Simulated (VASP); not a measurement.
# Ag (Fm-3m) in VASP: a series of runs

The runs below take Ag through single point, relaxation of cell and atoms, with PBEsol.

Everything below comes from runs of VASP 6.6.1. Logs are shortened: lines on timing, memory, paths and dates and some standing lists are left out, and cuts for length are marked.

## (1) The cell of the first run

It takes space group Fm-3m (No. 225, cubic). Conventional cell: a = 4.054 Å, b = 4.054 Å, c = 4.054 Å, α = 90.00°, β = 90.00°, γ = 90.00°. Ag (site symmetry m-3m) has 12 Ag at 2.87 Å within 3.8 Å.

## (2) Single point, PBEsol

File INCAR:

```
SYSTEM = Ag
PREC = Accurate
ENCUT = 520
EDIFF = 1E-6
ISMEAR = 0
SIGMA = 0.05
LREAL = .FALSE.
LASPH = .TRUE.
NELM = 60
ALGO = Normal
ISIF = 2
LWAVE = .FALSE.
LCHARG = .FALSE.
GGA = PS
NBANDS = 12
```

File KPOINTS:

```
Automatic mesh
0
G
  20 20 20
  0 0 0
```

File POSCAR:

```
Ag
1.0
    0.0000000000      2.0272441316      2.0272441316
    2.0272441316      0.0000000000      2.0272441316
    2.0272441316      2.0272441316      0.0000000000
Ag
1
Direct
    0.0000000000      0.0000000000      0.0000000000
```

Potentials or basis: VASP PAW PBE potentials, release 64 (Ag).

Started as:

```console
> cat potpaw_PBE.64/Ag/POTCAR > POTCAR
> mpirun -np 1 vasp_std > vasp.out
```

OUTCAR:

```text
SYSTEM = Ag
   PREC = Accurate
   ENCUT = 520
   EDIFF = 1E-6
   ISMEAR = 0
   LREAL = .FALSE.
   LASPH = .TRUE.
   NELM = 60
   ISIF = 2
   GGA = PS

 ion  position               nearest neighbor table
   1  0.000  0.000  0.000-

  LATTYP: Found a face centered cubic cell.
 ALAT       =     4.0544882632

  Lattice vectors:

 A1 = (   0.0000000000,   2.0272441316,   2.0272441316)
 A2 = (   2.0272441316,   0.0000000000,   2.0272441316)
 A3 = (   2.0272441316,   2.0272441316,   0.0000000000)

Analysis of symmetry for initial positions (statically):
=====================================================================
 Subroutine PRICEL returns:
 Original cell was already a primitive cell.

 Routine SETGRP: Setting up the symmetry group for a
 face centered cubic supercell.

 Subroutine GETGRP returns: Found 48 space group operations
 (whereof 48 operations were pure point group operations)
 out of a pool of 48 trial point group operations.

The static configuration has the point symmetry O_h .

Analysis of symmetry for dynamics (positions and initial velocities):
=====================================================================
 Subroutine PRICEL returns:
 Original cell was already a primitive cell.

 Routine SETGRP: Setting up the symmetry group for a
 face centered cubic supercell.

 Subroutine GETGRP returns: Found 48 space group operations
 (whereof 48 operations were pure point group operations)
 out of a pool of 48 trial point group operations.

The dynamic configuration has the point symmetry O_h .

 Subroutine INISYM returns: Found 48 space group operations
 (whereof 48 operations are pure point group operations),
 and found     1 'primitive' translations

----------------------------------------------------------------------------------------

                                     Primitive cell

  volume of cell :      16.6628

  direct lattice vectors                    reciprocal lattice vectors
     0.000000000  2.027244132  2.027244132    -0.246640250  0.246640250  0.246640250
     2.027244132  0.000000000  2.027244132     0.246640250 -0.246640250  0.246640250
     2.027244132  2.027244132  0.000000000     0.246640250  0.246640250 -0.246640250

  length of vectors
     2.866956145  2.866956145  2.866956145     0.427193445  0.427193445  0.427193445

  position of ions in fractional coordinates (direct lattice)
     0.000000000  0.000000000  0.000000000

  ion indices of the primitive-cell ions
   primitive index   ion index
                 1           1

----------------------------------------------------------------------------------------

 KPOINTS: Automatic mesh

Automatic generation of k-mesh.
 Grid dimensions read from file:
 generate k-points for:   20   20   20

 Generating k-lattice:

  Cartesian coordinates                     Fractional coordinates (reciprocal lattice)
    -0.012332013  0.012332013  0.012332013     0.050000000  0.000000000  0.000000000
     0.012332013 -0.012332013  0.012332013     0.000000000  0.050000000  0.000000000
     0.012332013  0.012332013 -0.012332013     0.000000000  0.000000000  0.050000000

  Length of vectors
     0.021359672  0.021359672  0.021359672

  Shift w.r.t. Gamma in fractional coordinates (k-lattice)
     0.000000000  0.000000000  0.000000000

 Subroutine IBZKPT returns following result:
 ===========================================

 Found    256 irreducible k-points:

 Following reciprocal coordinates:
            Coordinates               Weight
  0.000000  0.000000  0.000000      1.000000
  0.050000  0.000000  0.000000      8.000000
  0.100000  0.000000  0.000000      8.000000
  0.150000  0.000000  0.000000      8.000000
  0.200000  0.000000  0.000000      8.000000
  0.250000  0.000000  0.000000      8.000000
[... 16 lines left out ...]
 -0.400000  0.050000  0.000000     24.000000
 -0.350000  0.050000  0.000000     24.000000
 [... further k-points ...]
   k-points           NKPTS =    256   k-points in BZ     NKDIM =    256   number of bands    NBANDS=     12
   number of dos      NEDOS =    301   number of ions     NIONS =      1
   total plane-waves  NPLWV =  13824
   dimension x,y,z NGX =    24 NGY =   24 NGZ =   24
   dimension x,y,z NGXF=    48 NGYF=   48 NGZF=   48
   ions per type =               1
   NGX,Y,Z   is equivalent  to a cutoff of  13.92, 13.92, 13.92 a.u.
   NGXF,Y,Z  is equivalent  to a cutoff of  27.83, 27.83, 27.83 a.u.
 SYSTEM =  Ag
   PREC   = accura    normal or accurate (medium, high low for compatibility)
   ISTART =      0    job   : 0-new  1-cont  2-samecut
   ICHARG =      2    charge: 1-file 2-atom 10-const
   ISPIN  =      1    spin polarized calculation?
   LNONCOLLINEAR =      F non collinear calculations
   LSORBIT =      F    spin-orbit coupling
   LASPH  =      T    aspherical Exc in radial PAW
   ENCUT  =  520.0 eV  38.22 Ry    6.18 a.u.   5.33  5.33  5.33*2*pi/ulx,y,z
   NELM   =     60;   NELMIN=  2; NELMDL= -5     # of ELM steps
   EDIFF  = 0.1E-05   stopping-criterion for ELM
   LREAL  =      F    real-space projection
   EDIFFG = 0.1E-04   stopping-criterion for IOM
   NSW    =      0    number of steps for IOM
   IBRION =     -1    ionic relax: 0-MD 1-quasi-New 2-CG
   NFREE  =      0    steps in history (QN), initial steepest desc. (CG)
   ISIF   =      2    stress and relaxation
   ISYM   =      2    0-nonsym 1-usesym 2-fastsym
   POTIM  = 0.5000    time-step for ionic-motion
   TEBEG  =    0.0;   TEEND  =   0.0 temperature during run
   PSTRESS=    0.0 pullay stress
   NELECT =      11.0000    total number of electrons
   NUPDOWN=      -1.0000    fix difference up-down
   EMIN   =  10.00;   EMAX   =-10.00  energy-range for DOS
   EFERMI =   0.00;   METHOD = LEGACY
   ISMEAR =     0;   SIGMA  =   0.05  broadening in eV -4-tet -1-fermi 0-gaus
   EFERMI_NEDOS =   21; number of points for ismear=-14 and -15
   IALGO  =     38    algorithm
   IMIX   =      4    mixing-type and parameters
     AMIX     =   0.40;   BMIX     =  1.00
     AMIX_MAG =   1.60;   BMIX_MAG =  1.00
  volume/ion in A,a.u.               =      16.66       112.45
  Fermi-wavevector in a.u.,A,eV,Ry     =   1.425464  2.693737 27.646337  2.031948
  Thomas-Fermi vector in A             =   2.545846
   LORBIT       =      0    0 simple, 1 ext, 2 COOP (PROOUT), +10 PAW based schemes
   GGA     = PS    functional components
   LHFCALC =     F    Hartree Fock is set to
   AEXX    =    0.0000 exact exchange contribution
   IVDW    =     0    specifies the selected vdW correction
   LEPSILON=     F    determine dielectric tensor
   LRPA    =     F    only Hartree local field effects (RPA)
 non-spin polarized calculation
 Gauss-broadening in eV      SIGMA  =   0.05
  energy-cutoff  :      520.00
  volume of cell :       16.66
 maximum number of plane-waves:       464
 NGX is ok and might be reduce to    24
   NGX = 11   NGY = 11   NGZ = 11

 number of electron      11.0000001 magnetization

 Free energy of the ion-electron system (eV)
  ---------------------------------------------------
  ext. energy  EPLUGINS =         0.00000000
  ---------------------------------------------------
  free energy    TOTEN  =        -3.31172876 eV

  energy without entropy =       -3.31161914  energy(sigma->0) =       -3.31167395

 E-fermi :   8.5433     XC(G=0): -12.5495

 val. band max:        8.5071419145   @ k =   0.5000   0.3500   0.1500
 cond. band min:       8.6024614883   @ k =   0.5000   0.1000   0.0000
 fundamental gap:      0.0953195737
 Fermi energy:         8.5432798813

 k-point     1 :       0.0000    0.0000    0.0000
  band No.  band energies     occupation
      1       0.5529      2.00000
      2       3.7012      2.00000
      3       3.7012      2.00000
      4       3.7012      2.00000
      5       4.7915      2.00000
      6       4.7915      2.00000
      7      24.5885      0.00000
      8      28.2973      0.00000
      9      28.2973      0.00000
     10      28.2973      0.00000
     11      33.1752      0.00000
     12      34.4551      0.00000

 k-point     2 :       0.0500    0.0000    0.0000
  band No.  band energies     occupation
      1       0.6329      2.00000
      2       3.6814      2.00000
      3       3.7242      2.00000
      4       3.7242      2.00000
      5       4.7823      2.00000
      6       4.7823      2.00000
      7      24.6159      0.00000
      8      27.5962      0.00000
      9      28.3370      0.00000
     10      28.3370      0.00000
     11      33.3745      0.00000
     12      34.3496      0.00000

 k-point     3 :       0.1000    0.0000    0.0000
  band No.  band energies     occupation
      1       0.8662      2.00000
      2       3.6320      2.00000
      3       3.7859      2.00000
      4       3.7859      2.00000
      5       4.7621      2.00000
      6       4.7621      2.00000
      7      24.5362      0.00000
      8      26.2628      0.00000
      9      28.4405      0.00000
     10      28.4405      0.00000
     11      32.6844      0.00000
     12      33.9973      0.00000
[... 286 lines left out ...]
 k-point    23 :      -0.4000    0.0500    0.0000
  band No.  band energies     occupation
      1       2.1070      2.00000
      2       3.6977      2.00000
      3       3.7475      2.00000
      4       5.3477      2.00000
      5       5.4411      2.00000
      6       7.1446      2.00000
      7      13.8248      0.00000
      8      23.9376      0.00000
      9      26.0492      0.00000
     10      27.1615      0.00000
     11      31.7200      0.00000
     12      31.9990      0.00000

 k-point    24 :      -0.3500    0.0500    0.0000
  band No.  band energies     occupation
      1       2.1577      2.00000
      2       3.7578      2.00000
      3       3.8010      2.00000
      4       5.0823      2.00000
      5       5.2535      2.00000
      6       6.1947      2.00000
      7      15.4789      0.00000
      8      24.1843      0.00000
      9      26.3107      0.00000
     10      27.9381      0.00000
     11      31.5364      0.00000
     12      31.7820      0.00000

 [... further k-points ...]

------------------------ aborting loop because EDIFF is reached ----------------------------------------

  FORCE on cell =-STRESS in cart. coord.  units (eV):
  Direction    XX          YY          ZZ          XY          YZ          ZX
  --------------------------------------------------------------------------------------
  -------------------------------------------------------------------------------------
  Total       -0.0237272     -0.0237272     -0.0237272      0.0000000      0.0000000     -0.0000000
  in kB       -2.2814426     -2.2814426     -2.2814426      0.0000000      0.0000000     -0.0000000
  external PRESSURE =      -2.2814426 kB  Pullay stress =       0.0000000 kB

 VOLUME and BASIS-vectors are now :
 -----------------------------------------------------------------------------
  energy-cutoff  :      520.00
  volume of cell :       16.66
      direct lattice vectors                 reciprocal lattice vectors
     0.000000000  2.027244132  2.027244132    -0.246640250  0.246640250  0.246640250
     2.027244132  0.000000000  2.027244132     0.246640250 -0.246640250  0.246640250
     2.027244132  2.027244132  0.000000000     0.246640250  0.246640250 -0.246640250

 POSITION                                       TOTAL-FORCE (eV/Angst)
 -----------------------------------------------------------------------------------
      0.00000      0.00000      0.00000         0.000000      0.000000      0.000000
 -----------------------------------------------------------------------------------
    total drift:                               -0.000000      0.000000     -0.000000

  FREE ENERGIE OF THE ION-ELECTRON SYSTEM (eV)
  ---------------------------------------------------
  free  energy   TOTEN  =        -3.3117287634 eV

  energy  without entropy=       -3.3116191378  energy(sigma->0) =       -3.31167395
```

Wall time 54 s (1 thread of Intel Xeon 8259CL, shared host); peak memory 0.18 GiB.

Results:

| Quantity | Value |
| --- | --- |
| Free energy | -3.3117 eV |
| Pressure | -0.2 GPa |
| Band gap on the k mesh | zero (an odd number of electrons rules out a gap without spin polarisation) |

Caveat: the PAW data sets were made with another functional, which shifts forces and pressure a little.

## (3) Relaxation of cell and atoms, PBEsol

This run uses another cell than the first one, of 17.05 Å³/atom.

File INCAR:

```
PREC = Accurate
ENCUT = 600
EDIFF = 1E-6
ISMEAR = 0
SIGMA = 0.05
LREAL = False
LASPH = True
NELM = 60
ALGO = Normal
ISIF = 3
LWAVE = False
LCHARG = False
GGA = PS
IBRION = 2
NSW = 80
EDIFFG = -0.02
```

File KPOINTS:

```
regular mesh
0
Gamma
  20 20 20
```

File POSCAR:

```
Ag
1.0
    0.0000000000      2.0427500000      2.0427500000
    2.0427500000      0.0000000000      2.0427500000
    2.0427500000      2.0427500000      0.0000000000
Ag
1
Direct
    0.0000000000      0.0000000000      0.0000000000
```

Potentials or basis: VASP PAW PBE potentials, release 64 (Ag).

Started as:

```console
> cat potpaw_PBE.64/Ag/POTCAR > POTCAR
> mpirun -np 1 vasp_std > vasp.out
```

Run time: 97 s. Hardware: 1 thread of Intel Xeon 8259CL, shared host; peak memory 0.19 GiB.

It converged, with:

- Free energy: -3.3121 eV
- Relaxed volume: 16.63 Å³/atom
- Relaxed cell: a = 2.865 Å, b = 2.865 Å, c = 2.865 Å, α = 60.00°, β = 60.00°, γ = 60.00°
- Space group after relaxing (to 0.1 Å): Fm-3m (No. 225)
- Energy gained by relaxing: 3.7 meV/atom
- Ionic steps: 3
- Pressure after relaxing: 0.0 GPa
- Band gap on the k mesh: zero (an odd number of electrons rules out a gap without spin polarisation)

Step by step:
```csv
step,energy change (eV),largest force (eV/Å),pressure (GPa),volume (Å³)
1,0.0000,0.0000,-2.77,17.05
2,-0.0016,0.0000,2.32,16.33
3,-0.0037,0.0000,-0.01,16.63
```

Final structure:
```
CELL_PARAMETERS angstrom
0.00000 2.02598 2.02598
2.02598 0.00000 2.02598
2.02598 2.02598 0.00000
ATOMIC_POSITIONS crystal
Ag 0.00000 0.00000 0.00000
```

Levels at points of the mesh, in eV from the Fermi level:
| k point | band 4 | band 5 | band 6 | band 7 | band 8 | band 9 |
| --- | --- | --- | --- | --- | --- | --- |
| (0.00, 0.00, 0.00) | -4.85 | -3.76 | -3.76 | 16.05 | 19.77 | 19.77 |
| (0.50, 0.00, 0.00) | -2.92 | -2.92 | -0.52 | 3.74 | 15.29 | 18.08 |
| (0.50, 0.50, 0.00) | -2.70 | -2.70 | 1.53 | 6.92 | 10.74 | 10.74 |

Caveat: the PAW data sets were made with another functional, which shifts forces and pressure a little.
